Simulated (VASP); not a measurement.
# CdS (P6_3mc) in VASP: single point with PBEsol

Aim: the single point of CdS with PBEsol.

All numbers are computed with VASP 6.6.1; they aren't measurements. Logs are shortened: lines on timing, memory, paths and dates and some standing lists are left out, and cuts for length are marked.

## Step 1: The cell of the first run

It takes space group P6_3mc (No. 186, hexagonal). Conventional cell: a = 4.173 Å, b = 4.173 Å, c = 6.788 Å, α = 90.00°, β = 90.00°, γ = 120.00°. Within 3.4 Å of Cd (site symmetry 3m) lie 4 S at 2.55 to 2.56 Å. S (site symmetry 3m) has 4 Cd at 2.55 to 2.56 Å within 3.4 Å.

## Step 2: Single point, PBEsol

INCAR reads:

```
SYSTEM = CdS
PREC = Accurate ; ENCUT = 630
EDIFF = 1E-6 ; ISMEAR = 0
SIGMA = 0.01 ; LREAL = .FALSE.
LASPH = .TRUE. ; NELM = 120
ALGO = Normal ; ISIF = 2
LWAVE = .FALSE. ; LCHARG = .TRUE.
GGA = PS ; LELF = .TRUE.
LVHAR = .TRUE. ; NBANDS = 34
GGA_COMPAT = .FALSE.
```

KPOINTS reads:

```
Automatic mesh
0
G
  6 6 4
  0 0 0
```

POSCAR reads:

```
CdS
1.0
    4.1733437621      0.0000000000      0.0000000000
   -2.0866718810      3.6142217167      0.0000000000
    0.0000000000      0.0000000000      6.7877910479
Cd S
2 2
Direct
    0.3333333333      0.6666666667     -0.0008226320
    0.6666666667      0.3333333333      0.4991773680
    0.3333333333      0.6666666667      0.3758226320
    0.6666666667      0.3333333333      0.8758226320
```

Potentials or basis: VASP PAW PBE potentials, release 64 (Cd_sv_GW, S).

Run with:

```console
$ cat potpaw_PBE.64/Cd_sv_GW/POTCAR potpaw_PBE.64/S/POTCAR > POTCAR
$ mpirun -np 1 vasp_std > vasp.out
```

OUTCAR:

```text
SYSTEM = CdS
   PREC = Accurate
   ENCUT = 630
   EDIFF = 1E-6
   ISMEAR = 0
   LREAL = .FALSE.
   LASPH = .TRUE.
   NELM = 120
   ISIF = 2
   GGA = PS

 ion  position               nearest neighbor table
   1  0.333  0.667  0.999-   4 2.55   4 2.55   4 2.55   3 2.56
   2  0.667  0.333  0.499-   3 2.55   3 2.55   3 2.55   4 2.56
   3  0.333  0.667  0.376-   2 2.55   2 2.55   2 2.55   1 2.56
   4  0.667  0.333  0.876-   1 2.55   1 2.55   1 2.55   2 2.56

  LATTYP: Found a hexagonal cell.
 ALAT       =     4.1733437621
 C/A-ratio  =     1.6264634391

  Lattice vectors:

 A1 = (   4.1733437621,   0.0000000000,   0.0000000000)
 A2 = (  -2.0866718810,   3.6142217167,   0.0000000000)
 A3 = (   0.0000000000,   0.0000000000,   6.7877910479)

Analysis of symmetry for initial positions (statically):
=====================================================================
 Subroutine PRICEL returns:
 Original cell was already a primitive cell.

 Routine SETGRP: Setting up the symmetry group for a
 hexagonal supercell.

 Subroutine GETGRP returns: Found 12 space group operations
 (whereof  6 operations were pure point group operations)
 out of a pool of 24 trial point group operations.

The static configuration has the point symmetry C_3v.
 The point group associated with its full space group is C_6v.

Analysis of symmetry for dynamics (positions and initial velocities):
=====================================================================
 Subroutine PRICEL returns:
 Original cell was already a primitive cell.

 Routine SETGRP: Setting up the symmetry group for a
 hexagonal supercell.

 Subroutine GETGRP returns: Found 12 space group operations
 (whereof  6 operations were pure point group operations)
 out of a pool of 24 trial point group operations.

The dynamic configuration has the point symmetry C_3v.
 The point group associated with its full space group is C_6v.

 Subroutine INISYM returns: Found 12 space group operations
 (whereof  6 operations are pure point group operations),
 and found     1 'primitive' translations

----------------------------------------------------------------------------------------

                                     Primitive cell

  volume of cell :     102.3829

  direct lattice vectors                    reciprocal lattice vectors
     4.173343762  0.000000000  0.000000000     0.239616015  0.138342371  0.000000000
    -2.086671881  3.614221717  0.000000000     0.000000000  0.276684741  0.000000000
     0.000000000  0.000000000  6.787791048     0.000000000  0.000000000  0.147323333

  length of vectors
     4.173343762  4.173343762  6.787791048     0.276684741  0.276684741  0.147323333

  position of ions in fractional coordinates (direct lattice)
     0.333333333  0.666666667  0.999177368
     0.666666667  0.333333333  0.499177368
     0.333333333  0.666666667  0.375822632
     0.666666667  0.333333333  0.875822632

  ion indices of the primitive-cell ions
   primitive index   ion index
                 1           1
                 2           2
                 3           3
                 4           4

----------------------------------------------------------------------------------------

 KPOINTS: Automatic mesh

Automatic generation of k-mesh.
 Grid dimensions read from file:
 generate k-points for:    6    6    4

 Generating k-lattice:

  Cartesian coordinates                     Fractional coordinates (reciprocal lattice)
     0.039936002  0.023057062  0.000000000     0.166666667  0.000000000  0.000000000
     0.000000000  0.046114124  0.000000000     0.000000000  0.166666667  0.000000000
     0.000000000  0.000000000  0.036830833     0.000000000  0.000000000  0.250000000

  Length of vectors
     0.046114124  0.046114124  0.036830833

  Shift w.r.t. Gamma in fractional coordinates (k-lattice)
     0.000000000  0.000000000  0.000000000

 Subroutine IBZKPT returns following result:
 ===========================================

 Found     21 irreducible k-points:

 Following reciprocal coordinates:
            Coordinates               Weight
  0.000000  0.000000  0.000000      1.000000
  0.166667 -0.000000  0.000000      6.000000
  0.333333  0.000000  0.000000      6.000000
  0.500000 -0.000000  0.000000      3.000000
  0.166667  0.166667  0.000000      6.000000
  0.333333  0.166667  0.000000     12.000000
[... 13 lines left out ...]
  0.333333  0.166667  0.500000     12.000000
  0.333333  0.333333  0.500000      2.000000
   k-points           NKPTS =     21   k-points in BZ     NKDIM =     21   number of bands    NBANDS=     34
   number of dos      NEDOS =    301   number of ions     NIONS =      4
   total plane-waves  NPLWV =  72576
   dimension x,y,z NGX =    36 NGY =   36 NGZ =   56
   dimension x,y,z NGXF=    72 NGYF=   72 NGZF=  112
   ions per type =               2   2
   NGX,Y,Z   is equivalent  to a cutoff of  14.34, 14.34, 13.72 a.u.
   NGXF,Y,Z  is equivalent  to a cutoff of  28.68, 28.68, 27.43 a.u.
 SYSTEM =  CdS
   PREC   = accura    normal or accurate (medium, high low for compatibility)
   ISTART =      0    job   : 0-new  1-cont  2-samecut
   ICHARG =      2    charge: 1-file 2-atom 10-const
   ISPIN  =      1    spin polarized calculation?
   LNONCOLLINEAR =      F non collinear calculations
   LSORBIT =      F    spin-orbit coupling
   LASPH  =      T    aspherical Exc in radial PAW
   ENCUT  =  630.0 eV  46.30 Ry    6.80 a.u.   8.54  8.54 13.89*2*pi/ulx,y,z
   NELM   =    120;   NELMIN=  2; NELMDL= -5     # of ELM steps
   EDIFF  = 0.1E-05   stopping-criterion for ELM
   LREAL  =      F    real-space projection
   EDIFFG = 0.1E-04   stopping-criterion for IOM
   NSW    =      0    number of steps for IOM
   IBRION =     -1    ionic relax: 0-MD 1-quasi-New 2-CG
   NFREE  =      0    steps in history (QN), initial steepest desc. (CG)
   ISIF   =      2    stress and relaxation
   ISYM   =      2    0-nonsym 1-usesym 2-fastsym
   POTIM  = 0.5000    time-step for ionic-motion
   TEBEG  =    0.0;   TEEND  =   0.0 temperature during run
   PSTRESS=    0.0 pullay stress
   NELECT =      52.0000    total number of electrons
   NUPDOWN=      -1.0000    fix difference up-down
   EMIN   =  10.00;   EMAX   =-10.00  energy-range for DOS
   EFERMI =   0.00;   METHOD = LEGACY
   ISMEAR =     0;   SIGMA  =   0.01  broadening in eV -4-tet -1-fermi 0-gaus
   EFERMI_NEDOS =   21; number of points for ismear=-14 and -15
   IALGO  =     38    algorithm
   IMIX   =      4    mixing-type and parameters
     AMIX     =   0.40;   BMIX     =  1.00
     AMIX_MAG =   1.60;   BMIX_MAG =  1.00
  volume/ion in A,a.u.               =      25.60       172.73
  Fermi-wavevector in a.u.,A,eV,Ry     =   1.306171  2.468306 23.212675  1.706083
  Thomas-Fermi vector in A             =   2.436991
   LORBIT       =      0    0 simple, 1 ext, 2 COOP (PROOUT), +10 PAW based schemes
   GGA     = PS    functional components
   LHFCALC =     F    Hartree Fock is set to
   AEXX    =    0.0000 exact exchange contribution
   IVDW    =     0    specifies the selected vdW correction
   LEPSILON=     F    determine dielectric tensor
   LRPA    =     F    only Hartree local field effects (RPA)
 non-spin polarized calculation
 Gauss-broadening in eV      SIGMA  =   0.01
  energy-cutoff  :      630.00
  volume of cell :      102.38
 maximum number of plane-waves:      3700
 NGX is ok and might be reduce to    36
   NGX = 17   NGY = 17   NGZ = 27

 number of electron      51.9999988 magnetization

 Free energy of the ion-electron system (eV)
  ---------------------------------------------------
  ext. energy  EPLUGINS =         0.00000000
  ---------------------------------------------------
  free energy    TOTEN  =       -13.78106554 eV

  energy without entropy =      -13.78106554  energy(sigma->0) =      -13.78106554

 E-fermi :   2.6032     XC(G=0):  -9.3381

 val. band max:        2.4428750686   @ k =   0.0000   0.0000   0.0000
 cond. band min:       3.4567425368   @ k =   0.0000   0.0000   0.0000
 fundamental gap:      1.0138674683
 Fermi energy:         2.6032309107

 k-point     1 :       0.0000    0.0000    0.0000
  band No.  band energies     occupation
      1     -98.7184      2.00000
      2     -98.7184      2.00000
      3     -59.8105      2.00000
      4     -59.8104      2.00000
      5     -59.8104      2.00000
      6     -59.8103      2.00000
[... 26 lines left out ...]
     33       9.9186      0.00000
     34       9.9186      0.00000

 k-point     2 :       0.1667   -0.0000    0.0000
  band No.  band energies     occupation
      1     -98.7184      2.00000
      2     -98.7184      2.00000
      3     -59.8105      2.00000
      4     -59.8104      2.00000
      5     -59.8104      2.00000
      6     -59.8104      2.00000
[... 26 lines left out ...]
     33       9.8165      0.00000
     34      10.4714      0.00000

 k-point     3 :       0.3333    0.0000    0.0000
  band No.  band energies     occupation
      1     -98.7184      2.00000
      2     -98.7184      2.00000
      3     -59.8107      2.00000
      4     -59.8106      2.00000
      5     -59.8104      2.00000
      6     -59.8104      2.00000
[... 26 lines left out ...]
     33      10.6163      0.00000
     34      11.0945      0.00000
[... 593 lines left out ...]
 k-point    20 :       0.3333    0.1667    0.5000
  band No.  band energies     occupation
      1     -98.7184      2.00000
      2     -98.7184      2.00000
      3     -59.8107      2.00000
      4     -59.8107      2.00000
      5     -59.8105      2.00000
      6     -59.8105      2.00000
[... 26 lines left out ...]
     33      10.7557      0.00000
     34      10.7557      0.00000

 k-point    21 :       0.3333    0.3333    0.5000
  band No.  band energies     occupation
      1     -98.7184      2.00000
      2     -98.7184      2.00000
      3     -59.8107      2.00000
      4     -59.8107      2.00000
      5     -59.8106      2.00000
      6     -59.8106      2.00000
[... 26 lines left out ...]
     33      11.6231      0.00000
     34      11.6813      0.00000

------------------------ aborting loop because EDIFF is reached ----------------------------------------

  FORCE on cell =-STRESS in cart. coord.  units (eV):
  Direction    XX          YY          ZZ          XY          YZ          ZX
  --------------------------------------------------------------------------------------
  -------------------------------------------------------------------------------------
  Total       -1.3259527     -1.3259527     -1.3249036     -0.0000000      0.0000000      0.0000000
  in kB      -20.7496705    -20.7496705    -20.7332534     -0.0000000      0.0000000      0.0000000
  external PRESSURE =     -20.7441981 kB  Pullay stress =       0.0000000 kB

 VOLUME and BASIS-vectors are now :
 -----------------------------------------------------------------------------
  energy-cutoff  :      630.00
  volume of cell :      102.38
      direct lattice vectors                 reciprocal lattice vectors
     4.173343762  0.000000000  0.000000000     0.239616015  0.138342371  0.000000000
    -2.086671881  3.614221717  0.000000000     0.000000000  0.276684741  0.000000000
     0.000000000  0.000000000  6.787791048     0.000000000  0.000000000  0.147323333

 POSITION                                       TOTAL-FORCE (eV/Angst)
 -----------------------------------------------------------------------------------
     -0.00000      2.40948      6.78221         0.000000      0.000000     -0.000765
      2.08667      1.20474      3.38831        -0.000000      0.000000     -0.000765
     -0.00000      2.40948      2.55101        -0.000000     -0.000000      0.000765
      2.08667      1.20474      5.94490        -0.000000      0.000000      0.000765
 -----------------------------------------------------------------------------------
    total drift:                               -0.000001      0.000000      0.001640

  FREE ENERGIE OF THE ION-ELECTRON SYSTEM (eV)
  ---------------------------------------------------
  free  energy   TOTEN  =       -13.7810655421 eV

  energy  without entropy=      -13.7810655421  energy(sigma->0) =      -13.78106554
```

It took 3.3 min on 1 thread of AMD EPYC 7R43 (Zen 3), shared host; peak memory 0.26 GiB.

What came out:

- Free energy: -13.7811 eV
- Pressure: -2.1 GPa
- Band gap on the k mesh: 1.01 eV

Caveat: the PAW data sets were made with another functional, which shifts forces and pressure a little.
